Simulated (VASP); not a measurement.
# CaMg (Pm-3m) in VASP: a series of runs

Runs on CaMg. Level: LDA. Tasks: relaxation of cell and atoms, single point.

Program: VASP 6.6.1. These are calculated values, not measurements. Logs are shortened: lines on timing, memory, paths and dates and some standing lists are left out, and cuts for length are marked.

## 1. The cell of the first run

It takes space group Pm-3m (No. 221, cubic). The conventional cell has a = 3.966 Å, b = 3.966 Å, c = 3.966 Å, α = 90.00°, β = 90.00°, γ = 90.00°. Within 4.5 Å of Ca (site symmetry m-3m) lie 8 Mg at 3.43 Å and 6 Ca at 3.97 Å. Mg (site symmetry m-3m) has 8 Ca at 3.43 Å and 6 Mg at 3.97 Å within 4.5 Å.

## 2. Relaxation of cell and atoms, LDA

Contents of INCAR:

```
SYSTEM = CaMg
PREC = Accurate
ENCUT = 600
EDIFF = 1E-6
ISMEAR = 0
SIGMA = 0.1
LREAL = .False.
LASPH = .True.
NELM = 100
ALGO = Normal
ISIF = 3
LWAVE = .False.
LCHARG = .False.
GGA = CA
IBRION = 2
NSW = 100
EDIFFG = -0.005
```

Contents of KPOINTS:

```
regular mesh
0
Gamma
  10 10 10
  0 0 0
```

Contents of POSCAR:

```
CaMg
1.0
    3.9661380000      0.0000000000      0.0000000000
    0.0000000000      3.9661380000      0.0000000000
    0.0000000000      0.0000000000      3.9661380000
Ca Mg
1 1
Direct
    0.0000000000      0.0000000000      0.0000000000
    0.5000000000      0.5000000000      0.5000000000
```

Potentials or basis: VASP PAW LDA potentials, release 64 (Ca_sv, Mg).

The run is started by

```
$ cat potpaw_LDA.64/Ca_sv/POTCAR potpaw_LDA.64/Mg/POTCAR > POTCAR
$ mpirun -np 1 vasp_std > vasp.out
```

OUTCAR:

```text
SYSTEM = CaMg
   PREC = Accurate
   ENCUT = 600
   EDIFF = 1E-6
   ISMEAR = 0
   LREAL = .False.
   LASPH = .True.
   NELM = 100
   ISIF = 3
   GGA = CA
   IBRION = 2
   NSW = 100
   EDIFFG = -0.005

 ion  position               nearest neighbor table
   1  0.000  0.000  0.000-
   2  0.500  0.500  0.500-

  LATTYP: Found a simple cubic cell.
 ALAT       =     3.9661380000

  Lattice vectors:

 A1 = (   3.9661380000,   0.0000000000,   0.0000000000)
 A2 = (   0.0000000000,   3.9661380000,   0.0000000000)
 A3 = (   0.0000000000,   0.0000000000,   3.9661380000)

Analysis of symmetry for initial positions (statically):
=====================================================================
 Subroutine PRICEL returns:
 Original cell was already a primitive cell.

 Routine SETGRP: Setting up the symmetry group for a
 simple cubic supercell.

 Subroutine GETGRP returns: Found 48 space group operations
 (whereof 48 operations were pure point group operations)
 out of a pool of 48 trial point group operations.

The static configuration has the point symmetry O_h .

Analysis of symmetry for dynamics (positions and initial velocities):
=====================================================================
 Subroutine PRICEL returns:
 Original cell was already a primitive cell.

 Routine SETGRP: Setting up the symmetry group for a
 simple cubic supercell.

 Subroutine GETGRP returns: Found 48 space group operations
 (whereof 48 operations were pure point group operations)
 out of a pool of 48 trial point group operations.

The dynamic configuration has the point symmetry O_h .

 Subroutine INISYM returns: Found 48 space group operations
 (whereof 48 operations are pure point group operations),
 and found     1 'primitive' translations

----------------------------------------------------------------------------------------

                                     Primitive cell

  volume of cell :      62.3883

  direct lattice vectors                    reciprocal lattice vectors
     3.966138000  0.000000000  0.000000000     0.252134444  0.000000000  0.000000000
     0.000000000  3.966138000  0.000000000     0.000000000  0.252134444  0.000000000
     0.000000000  0.000000000  3.966138000     0.000000000  0.000000000  0.252134444

  length of vectors
     3.966138000  3.966138000  3.966138000     0.252134444  0.252134444  0.252134444

  position of ions in fractional coordinates (direct lattice)
     0.000000000  0.000000000  0.000000000
     0.500000000  0.500000000  0.500000000

  ion indices of the primitive-cell ions
   primitive index   ion index
                 1           1
                 2           2

----------------------------------------------------------------------------------------

 KPOINTS: regular mesh

Automatic generation of k-mesh.
 Grid dimensions read from file:
 generate k-points for:   10   10   10

 Generating k-lattice:

  Cartesian coordinates                     Fractional coordinates (reciprocal lattice)
     0.025213444  0.000000000  0.000000000     0.100000000  0.000000000  0.000000000
     0.000000000  0.025213444  0.000000000     0.000000000  0.100000000  0.000000000
     0.000000000  0.000000000  0.025213444     0.000000000  0.000000000  0.100000000

  Length of vectors
     0.025213444  0.025213444  0.025213444

  Shift w.r.t. Gamma in fractional coordinates (k-lattice)
     0.000000000  0.000000000  0.000000000

 Subroutine IBZKPT returns following result:
 ===========================================

 Found     56 irreducible k-points:

 Following reciprocal coordinates:
            Coordinates               Weight
  0.000000  0.000000  0.000000      1.000000
  0.100000  0.000000  0.000000      6.000000
  0.200000  0.000000  0.000000      6.000000
  0.300000  0.000000  0.000000      6.000000
  0.400000  0.000000  0.000000      6.000000
  0.500000  0.000000  0.000000      3.000000
[... 16 lines left out ...]
  0.200000  0.100000  0.100000     24.000000
  0.300000  0.100000  0.100000     24.000000
 [... further k-points ...]
   k-points           NKPTS =     56   k-points in BZ     NKDIM =     56   number of bands    NBANDS=     10
   number of dos      NEDOS =    301   number of ions     NIONS =      2
   total plane-waves  NPLWV =  32768
   dimension x,y,z NGX =    32 NGY =   32 NGZ =   32
   dimension x,y,z NGXF=    64 NGYF=   64 NGZF=   64
   ions per type =               1   1
   NGX,Y,Z   is equivalent  to a cutoff of  13.41, 13.41, 13.41 a.u.
   NGXF,Y,Z  is equivalent  to a cutoff of  26.83, 26.83, 26.83 a.u.
 SYSTEM =  CaMg
   PREC   = accura    normal or accurate (medium, high low for compatibility)
   ISTART =      0    job   : 0-new  1-cont  2-samecut
   ICHARG =      2    charge: 1-file 2-atom 10-const
   ISPIN  =      1    spin polarized calculation?
   LNONCOLLINEAR =      F non collinear calculations
   LSORBIT =      F    spin-orbit coupling
   LASPH  =      T    aspherical Exc in radial PAW
   ENCUT  =  600.0 eV  44.10 Ry    6.64 a.u.   7.92  7.92  7.92*2*pi/ulx,y,z
   NELM   =    100;   NELMIN=  2; NELMDL= -5     # of ELM steps
   EDIFF  = 0.1E-05   stopping-criterion for ELM
   LREAL  =      F    real-space projection
   EDIFFG = -.5E-02   stopping-criterion for IOM
   NSW    =    100    number of steps for IOM
   IBRION =      2    ionic relax: 0-MD 1-quasi-New 2-CG
   NFREE  =      1    steps in history (QN), initial steepest desc. (CG)
   ISIF   =      3    stress and relaxation
   ISYM   =      2    0-nonsym 1-usesym 2-fastsym
   POTIM  = 0.5000    time-step for ionic-motion
   TEBEG  =    0.0;   TEEND  =   0.0 temperature during run
   PSTRESS=    0.0 pullay stress
   NELECT =      12.0000    total number of electrons
   NUPDOWN=      -1.0000    fix difference up-down
   EMIN   =  10.00;   EMAX   =-10.00  energy-range for DOS
   EFERMI =   0.00;   METHOD = LEGACY
   ISMEAR =     0;   SIGMA  =   0.10  broadening in eV -4-tet -1-fermi 0-gaus
   EFERMI_NEDOS =   21; number of points for ismear=-14 and -15
   IALGO  =     38    algorithm
   IMIX   =      4    mixing-type and parameters
     AMIX     =   0.40;   BMIX     =  1.00
     AMIX_MAG =   1.60;   BMIX_MAG =  1.00
  volume/ion in A,a.u.               =      31.19       210.51
  Fermi-wavevector in a.u.,A,eV,Ry     =   0.945005  1.785800 12.150471  0.893034
  Thomas-Fermi vector in A             =   2.072865
   LORBIT       =      0    0 simple, 1 ext, 2 COOP (PROOUT), +10 PAW based schemes
   GGA     = CA    functional components
   LHFCALC =     F    Hartree Fock is set to
   AEXX    =    0.0000 exact exchange contribution
   IVDW    =     0    specifies the selected vdW correction
   LEPSILON=     F    determine dielectric tensor
   LRPA    =     F    only Hartree local field effects (RPA)
 conjugate gradient relaxation of ions
 non-spin polarized calculation
 Gauss-broadening in eV      SIGMA  =   0.10
  energy-cutoff  :      600.00
  volume of cell :       62.39
 maximum number of plane-waves:      2103
 NGX is ok and might be reduce to    32
   NGX = 15   NGY = 15   NGZ = 15

--------------------------------------- Ionic step        1  -------------------------------------------

 number of electron      12.0000000 magnetization

 Free energy of the ion-electron system (eV)
  ---------------------------------------------------
  ext. energy  EPLUGINS =         0.00000000
  ---------------------------------------------------
  free energy    TOTEN  =        -4.25201718 eV

  energy without entropy =       -4.24342053  energy(sigma->0) =       -4.24771886

------------------------ aborting loop because EDIFF is reached ----------------------------------------

  FORCE on cell =-STRESS in cart. coord.  units (eV):
  Direction    XX          YY          ZZ          XY          YZ          ZX
  --------------------------------------------------------------------------------------
  -------------------------------------------------------------------------------------
  Total       -0.8520889     -0.8520889     -0.8520889      0.0000000      0.0000000     -0.0000000
  in kB      -21.8822535    -21.8822535    -21.8822535      0.0000000      0.0000000     -0.0000000
  external PRESSURE =     -21.8822535 kB  Pullay stress =       0.0000000 kB

 VOLUME and BASIS-vectors are now :
 -----------------------------------------------------------------------------
  energy-cutoff  :      600.00
  volume of cell :       62.39
      direct lattice vectors                 reciprocal lattice vectors
     3.966138000  0.000000000  0.000000000     0.252134444  0.000000000  0.000000000
     0.000000000  3.966138000  0.000000000     0.000000000  0.252134444  0.000000000
     0.000000000  0.000000000  3.966138000     0.000000000  0.000000000  0.252134444
[... 73 lines left out ...]
 POSITION                                       TOTAL-FORCE (eV/Angst)
 -----------------------------------------------------------------------------------
      0.00000      0.00000      0.00000        -0.000000      0.000000     -0.000000
      1.92724      1.92724      1.92724         0.000000     -0.000000      0.000000
 -----------------------------------------------------------------------------------
    total drift:                                0.000000      0.000000      0.000000

  FREE ENERGIE OF THE ION-ELECTRON SYSTEM (eV)
  ---------------------------------------------------
  free  energy   TOTEN  =        -4.2899940760 eV

  energy  without entropy=       -4.2828016227  energy(sigma->0) =       -4.28639785

--------------------------------------- Ionic step        4  -------------------------------------------

 number of electron      12.0000001 magnetization

 Free energy of the ion-electron system (eV)
  ---------------------------------------------------
  ext. energy  EPLUGINS =         0.00000000
  ---------------------------------------------------
  free energy    TOTEN  =        -4.29000129 eV

  energy without entropy =       -4.28283678  energy(sigma->0) =       -4.28641904

 E-fermi :   2.3487     XC(G=0):  -8.6776

 val. band max:        2.3086831698   @ k =   0.3000   0.3000   0.1000
 cond. band min:       2.3594110498   @ k =   0.5000   0.4000   0.2000
 fundamental gap:      0.0507278800
 Fermi energy:         2.3486623480

 k-point     1 :       0.0000    0.0000    0.0000
  band No.  band energies     occupation
      1     -38.4505      2.00000
      2     -19.7302      2.00000
      3     -19.7302      2.00000
      4     -19.7302      2.00000
      5      -2.9589      2.00000
      6       3.3077      0.00000
      7       3.3077      0.00000
      8       6.3251      0.00000
      9       6.3251      0.00000
     10       6.3251      0.00000

 k-point     2 :       0.1000    0.0000    0.0000
  band No.  band energies     occupation
      1     -38.4498      2.00000
      2     -19.7400      2.00000
      3     -19.7293      2.00000
      4     -19.7293      2.00000
      5      -2.8467      2.00000
      6       3.1573      0.00000
      7       3.3675      0.00000
      8       5.8961      0.00000
      9       5.8961      0.00000
     10       6.3429      0.00000
[... 274 lines left out ...]
 k-point    24 :       0.3000    0.1000    0.1000
  band No.  band energies     occupation
      1     -38.4450      2.00000
      2     -19.7947      2.00000
      3     -19.7334      2.00000
      4     -19.7326      2.00000
      5      -1.7776      2.00000
      6       1.8497      2.00000
      7       3.6087      0.00000
      8       4.7739      0.00000
      9       4.8682      0.00000
     10       6.0286      0.00000

 [... further k-points ...]
[... 5 lines left out ...]
  --------------------------------------------------------------------------------------
  -------------------------------------------------------------------------------------
  Total        0.0047913      0.0047913      0.0047913     -0.0000000     -0.0000000      0.0000000
  in kB        0.1342843      0.1342843      0.1342843     -0.0000000     -0.0000000      0.0000000
  external PRESSURE =       0.1342843 kB  Pullay stress =       0.0000000 kB

 VOLUME and BASIS-vectors are now :
 -----------------------------------------------------------------------------
  energy-cutoff  :      600.00
  volume of cell :       57.17
      direct lattice vectors                 reciprocal lattice vectors
     3.852243503 -0.000000000 -0.000000000     0.259588990 -0.000000000  0.000000000
     0.000000000  3.852243503 -0.000000000     0.000000000  0.259588990 -0.000000000
     0.000000000  0.000000000  3.852243503     0.000000000  0.000000000  0.259588990

 POSITION                                       TOTAL-FORCE (eV/Angst)
 -----------------------------------------------------------------------------------
      0.00000      0.00000      0.00000        -0.000000      0.000000      0.000000
      1.92612      1.92612      1.92612         0.000000     -0.000000      0.000000
 -----------------------------------------------------------------------------------
    total drift:                               -0.000000      0.000000      0.000000

  FREE ENERGIE OF THE ION-ELECTRON SYSTEM (eV)
  ---------------------------------------------------
  free  energy   TOTEN  =        -4.2900012915 eV

  energy  without entropy=       -4.2828367812  energy(sigma->0) =       -4.28641904

 reached required accuracy - stopping structural energy minimisation
```

It took 27 s on 1 thread of Intel Xeon 6975P-C (Granite Rapids), shared host; peak memory 0.2 GiB.

Results:

```yaml
Free_energy: -4.2900 eV
Relaxed_volume: 28.58 Å³/atom
Relaxed_cell: a = 3.852 Å, b = 3.852 Å, c = 3.852 Å, α = 90.00°, β = 90.00°, γ = 90.00°
Space_group_after_relaxing_to_0.05_Å: Pm-3m (No. 221)
Energy_gained_by_relaxing: 19.0 meV/atom
Ionic_steps: 4
Pressure_after_relaxing: 0.0 GPa
Band_gap_on_the_k_mesh: zero (band 6 reaches 3.31 eV, above the bottom of band 7 at 1.98 eV)
```

Step by step:
```csv
step,energy change (eV),largest force (eV/Å),pressure (GPa),volume (Å³)
1,0.0000,0.0000,-2.19,62.39
2,-0.0348,0.0000,-0.70,58.62
3,-0.0380,0.0000,-0.04,57.27
4,-0.0380,0.0000,0.01,57.17
```

Final structure:
```
Ca Mg
1.0
     3.85224    0.00000    0.00000
     0.00000    3.85224    0.00000
     0.00000    0.00000    3.85224
Ca Mg
1 1
Direct
  0.00000 0.00000 0.00000
  0.50000 0.50000 0.50000
```

## 3. Single point, LDA

Contents of INCAR:

```
SYSTEM = CaMg
PREC     = Accurate       ! precision mode
ENCUT    = 600            ! plane-wave cutoff, eV
EDIFF    = 1E-6           ! SCF threshold, eV
ISMEAR   = 0              ! smearing method
SIGMA    = 0.1            ! smearing width, eV
LREAL    = .False.        ! projectors in reciprocal space
LASPH    = .True.         ! aspherical terms in the spheres
NELM     = 120            ! most SCF steps
ALGO     = Normal         ! electronic algorithm
ISIF     = 2              ! what is computed and relaxed
LWAVE    = .False.        ! write WAVECAR
LCHARG   = .True.         ! write CHGCAR
LELF     = .True.         ! ELF
LVHAR    = .True.       
NBANDS   = 13             ! bands
GGA_COMPAT= .False.
```

Contents of KPOINTS:

```
regular mesh
0
Gamma
  4 4 4
  0 0 0
```

POSCAR is that of step 2.

Potentials or basis: VASP PAW LDA potentials, release 64 (Ca_sv, Mg).

The run is started by

```
$ cat potpaw_LDA.64/Ca_sv/POTCAR potpaw_LDA.64/Mg/POTCAR > POTCAR
$ mpirun -np 1 vasp_std > vasp.out
```

Run time: 9.9 s. Hardware: 1 thread of AMD EPYC 7R43 (Zen 3), shared host; peak memory 0.12 GiB.

It converged, with:

```
Free energy            : -4.1565 eV
Pressure               : -2.1 GPa
Band gap on the k mesh : zero (band 6 reaches 2.98 eV, above the bottom of band 7 at 1.70 eV)
```

Levels at points of the mesh, in eV from the Fermi level:
```
           k point  band 4  band 5  band 6  band 7  band 8  band 9
(0.00, 0.00, 0.00)  -22.52   -5.33    0.77    0.77    3.51    3.51
(0.50, 0.00, 0.00)  -22.51   -3.13   -2.63    1.49    2.01    2.01
(0.50, 0.50, 0.00)  -22.51   -2.10   -0.48   -0.48    0.08    2.57
(0.50, 0.50, 0.50)  -22.57   -0.51   -0.51   -0.51    1.07    2.53
```

Caveat: the k points lie up to 0.40 Å⁻¹ apart.
